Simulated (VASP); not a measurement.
Runs of VASP 6.6.1 on TePb. The structure is that of space group Fm-3m (No. 225), or close to it. The cells are those of the table. 

| task | cell | gap on the mesh (eV) | pressure (GPa) |
| --- | --- | --- | --- |
| electric field gradients | a = 4.587, b = 4.587, c = 4.609 Å, angles 59.8, 59.8, 60.3°, 2 atoms | 0.70 | -1.1 |
| single point | a = 4.587 Å, angles 59.3°, 2 atoms | 0.56 | -0.3 |
| single point | a = 4.518 Å, angles 61.3°, 2 atoms | 0.46 | -0.3 |
| single point | a = 4.541, b = 4.541, c = 4.564 Å, angles 59.8, 59.8, 60.3°, 2 atoms | 0.63 | 0.2 |
| single point | a = 4.610, b = 4.610, c = 4.564 Å, angles 60.3, 60.3, 59.3°, 2 atoms | (b) | (a) |
| electric field gradients | a = 4.518, b = 4.518, c = 4.472 Å, angles 60.3, 60.3, 59.3°, 2 atoms | 0.55 | (c) |
| single point | a = 4.610, b = 4.610, c = 4.655 Å, angles 59.7, 59.7, 60.7°, 2 atoms | 0.72 | -1.8 |
| single point | a = 4.587, b = 4.587, c = 4.609 Å, angles 59.8, 59.8, 60.3°, 2 atoms | 0.70 | -1.1 |

Alike in all rows: level PBEsol; potentials or basis VASP PAW PBE potentials, release 64 (Te, Pb_d); no spin polarisation; k mesh 10 × 10 × 10; cutoff (eV) 520; smearing fermi-dirac 0.03 eV.

Q: Fill in the values left out.

A: (a) -1.0; (b) 0.68; (c) 1.8.

Caveats: the PAW data sets were made with another functional, which shifts forces and pressure a little; spin-orbit coupling is left out, which moves the levels of the heavy elements.

A k mesh can miss the band edges, and the runs leave out spin-orbit coupling on Pb, Te.
